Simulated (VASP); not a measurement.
Wanted: the native input for a VASP 6.6.1 run.

```
Task                   : single point
Functional             : PBE
Potentials or basis    : VASP PAW PBE potentials, release 64 (Cr_pv)
Cutoff                 : 520 eV
k mesh                 : 16 × 16 × 16
Occupations            : fermi-dirac, width 0.01 eV
Spin                   : collinear spin, antiferromagnetic start
Starting moments       : [1.5, -1.5] μB
Dipole correction      : no
Further INCAR settings : ALGO = Normal; EDIFF = 1e-06; NBANDS = 23
```

The structure of Cr lies in POSCAR:

```
Cr
1.0
    2.8516301334      0.0000000000      0.0000000000
    0.0000000000      2.8516301334      0.0000000000
    0.0000000000      0.0000000000      2.8516301334
Cr
2
Direct
    0.0000000000      0.0000000000      0.0000000000
    0.5000000000      0.5000000000      0.5000000000
```

These files were run (other wordings do the same):

INCAR

```
SYSTEM = Cr
PREC     = Accurate       ! precision mode
ENCUT    = 520            ! plane-wave cutoff, eV
EDIFF    = 1E-6           ! SCF threshold, eV
ISMEAR   = -1             ! smearing method
SIGMA    = 0.01           ! smearing width, eV
LREAL    = .False.        ! projectors in reciprocal space
LASPH    = .True.         ! aspherical terms in the spheres
NELM     = 150            ! most SCF steps
ALGO     = Normal         ! electronic algorithm
ISIF     = 2              ! what is computed and relaxed
LWAVE    = .False.        ! write WAVECAR
LCHARG   = .False.        ! write CHGCAR
ISPIN    = 2              ! spin polarisation
MAGMOM   = 1.5 -1.5       ! initial moments
LORBIT   = 11             ! projections on sites
LMAXMIX  = 4              ! l up to which the mixer works
GGA      = PE             ! functional
NBANDS   = 23             ! bands
```

KPOINTS

```
Automatic mesh
0
Gamma
  16 16 16
  0 0 0
```

Potentials or basis: VASP PAW PBE potentials, release 64 (Cr_pv).

Run with:

```sh
$ cat potpaw_PBE.64/Cr_pv/POTCAR > POTCAR
$ mpirun -np 1 vasp_std > vasp.out
```

It gave:

| Quantity | Value |
| --- | --- |
| Pressure | 2.9 GPa |
| Band gap on the k mesh | zero (filled and empty bands overlap) |
| Net moment | 0.00 μB per cell |
| Site moments | Cr +1.02, -1.02 μB |
| Valence electrons inside the program's atomic spheres | Cr 11.05 |

It used 230 s of CPU time on 1 thread of AMD EPYC 7R13 Processor (Zen 3), with other jobs on the host.
